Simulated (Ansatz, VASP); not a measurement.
## Rh: VASP beside Ansatz

```
Rh
1.0
     0.00000    1.90155    1.90155
     1.90155    0.00000    1.90155
     1.90155    1.90155    0.00000
Rh
1
Direct
  0.00000 0.00000 0.00000
```

Alike in both runs: task single point; functional PBE; k mesh 16 × 16 × 16; occupations fermi-dirac, width 0.08 eV; no spin polarisation.

```csv
,VASP,Ansatz
version,VASP 6.6.1,Ansatz 0.2.0
potentials or method,"VASP PAW PBE potentials, release 64 (Rh_pv), cutoff 520 eV","all-electron LAPW, non-relativistic"
```

VASP gave:

```
pressure (GPa) : 6.1
```

**Question.** Estimate Ansatz's values.

**Answer.** Pressure (GPa): 16.0.

One of these differences is far larger than is usual between the two programs; its cause wasn't traced. Ansatz ran all-electron here, and VASP with PAW potentials.
